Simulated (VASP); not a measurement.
A run of VASP 6.6.1:

File INCAR:

```
SYSTEM = ZnS
PREC     = Accurate       ! precision mode
ENCUT    = 520            ! plane-wave cutoff, eV
EDIFF    = 1E-8           ! SCF threshold, eV
ISMEAR   = -1             ! smearing method
SIGMA    = 0.02           ! smearing width, eV
LREAL    = Auto         
LASPH    = .True.         ! aspherical terms in the spheres
NELM     = 100            ! most SCF steps
ALGO     = Normal         ! electronic algorithm
ISIF     = 2              ! what is computed and relaxed
LWAVE    = .False.        ! write WAVECAR
LCHARG   = .False.        ! write CHGCAR
GGA      = PE             ! functional
LEFG     = .True.       
NBANDS   = 86             ! bands
```

Contents of KPOINTS:

```
Automatic mesh
0
Gamma
  8 8 2
  0 0 0
```

The input POSCAR:

```
ZnS
1.0
    3.8050880673      0.0000000000      0.0000000000
   -1.9025440336      3.2953029299      0.0000000000
    0.0000000000      0.0000000000     24.1684564650
Zn S
8 8
Direct
    0.3333333333      0.6666666667      0.1251184100
    0.0000000000      0.0000000000      0.0001589700
    0.6666666667      0.3333333333      0.6250474700
    0.6666666667      0.3333333333      0.8751387000
    0.0000000000      0.0000000000      0.7500222700
    0.3333333333      0.6666666667      0.5000781600
    0.0000000000      0.0000000000      0.3750879400
    0.6666666667      0.3333333333      0.2501284900
    0.6666666667      0.3333333333      0.3437219900
    0.6666666667      0.3333333333      0.7185811600
    0.3333333333      0.6666666667      0.2187340500
    0.0000000000      0.0000000000      0.8436723900
    0.6666666667      0.3333333333      0.9688127500
    0.0000000000      0.0000000000      0.0937260600
    0.3333333333      0.6666666667      0.5936859800
    0.0000000000      0.0000000000      0.4686862100
```

Potentials or basis: VASP PAW PBE potentials, release 64 (Zn, S).

Command:

```sh
$ cat potpaw_PBE.64/Zn/POTCAR potpaw_PBE.64/S/POTCAR > POTCAR
$ mpirun -np 1 vasp_std > vasp.out
```

Hardware: 1 thread of Intel(R) Xeon(R) Platinum 8488C (Sapphire Rapids), on a shared host.

How long does it take, and how much memory?

Wall time 24 min on 1 thread of Intel(R) Xeon(R) Platinum 8488C (Sapphire Rapids), on a shared host, peak memory 0.55 GiB. Counts: scf iterations 33, k points 20.
